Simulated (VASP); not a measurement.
The system is Ti2B2Os.

```
Ti B Os
1.0
     3.98688    0.00000    0.00000
    -1.99344    3.45274    0.00000
     0.00000    0.00000    4.70314
Ti B Os
2 2 1
Cartesian
  1.9934 1.1509 0.0000
  1.9934 1.1509 2.3516
  0.0000 0.0000 1.4252
  0.0000 0.0000 3.2779
  0.0000 2.3018 0.0000
```

The cell was generated, and may not be a known phase.

Base run:

* Program: VASP 6.6.1
* Functional: PBE
* Potentials or basis: VASP PAW PBE potentials, release 64 (Ti_sv, B, Os_sv_GW)
* Cutoff: 560 eV
* k mesh: 6 × 6 × 4
* Occupations: gaussian, width 0.1 eV
* Spin: no spin polarisation

Its results: band gap on the k mesh zero (bands 23 and 24 overlap by 1.42 eV); pressure -0.2 GPa.

Q: The run is repeated on the same cell with these changes: potentials or basis from VASP PAW PBE potentials, release 64 (Ti_sv, B, Os_sv_GW) to VASP PAW PBE potentials, release 64 (Ti_sv, B, Os); cutoff from 560 eV to 520 eV; further incar settings from ALGO = Normal; EDIFF = 1e-06; NBANDS = 31 to ALGO = Normal; EDIFF = 1e-06; NBANDS = 27; valence electrons from 46 to 38. What comes out?

A: Band gap on the k mesh zero (bands 19 and 20 overlap by 1.41 eV); pressure 0.3 GPa.

Caveats: spin-orbit coupling is left out, which moves the levels of the heavy elements.
